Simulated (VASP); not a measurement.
Set up this calculation in VASP 6.6.1, as the native input.

```yaml
Task: single point
Functional: LDA
Potentials_or_basis: VASP PAW LDA potentials, release 64 (Sn_d, O)
Cutoff: 520 eV
k_mesh: 12 × 12 × 12
Occupations: fermi-dirac, width 0.08 eV
Spin: no spin polarisation
Dipole_correction: no
Further_INCAR_settings: ALGO = Normal; EDIFF = 1e-06; NBANDS = 17
```

The structure of SnO (zincblende type) lies in POSCAR:

```
SnO
1.0
    0.0000000000      2.7736192797      2.7736192797
    2.7736192797      0.0000000000      2.7736192797
    2.7736192797      2.7736192797      0.0000000000
Sn O
1 1
Direct
    0.0000000000      0.0000000000      0.0000000000
    0.2500000000      0.2500000000      0.2500000000
```

This cell differs from its parent crystal: functional lda, volume scaled by 1.04.

The input as run:

INCAR

```
SYSTEM = SnO
ALGO     = Normal         ! electronic algorithm
EDIFF    = 1E-6           ! SCF threshold, eV
ENCUT    = 520            ! plane-wave cutoff, eV
GGA      = CA             ! functional
ISIF     = 2              ! what is computed and relaxed
ISMEAR   = -1             ! smearing method
LASPH    = .True.         ! aspherical terms in the spheres
LCHARG   = .True.         ! write CHGCAR
LELF     = .True.         ! ELF
LREAL    = .False.        ! projectors in reciprocal space
LVHAR    = .True.       
LWAVE    = .False.        ! write WAVECAR
NBANDS   = 17             ! bands
NELM     = 80             ! most SCF steps
PREC     = Accurate       ! precision mode
SIGMA    = 0.08           ! smearing width, eV
```

KPOINTS

```
k-points
0
Gamma
  12 12 12
  0 0 0
```

Potentials or basis: VASP PAW LDA potentials, release 64 (Sn_d, O).

The run is started by

```console
$ cat potpaw_LDA.64/Sn_d/POTCAR potpaw_LDA.64/O/POTCAR > POTCAR
$ mpirun -np 1 vasp_std > vasp.out
```

It gave:

The pressure is -7.1 GPa and the band gap on the k mesh is zero (band 10 reaches 4.86 eV, above the bottom of band 11 at 4.66 eV).

Caveat: spin-orbit coupling is left out, which moves the levels of the heavy elements.

It took 30 s on 1 thread of AMD EPYC 9R45 96-Core Processor (Zen 5), on a shared host, peak memory 0.15 GiB.
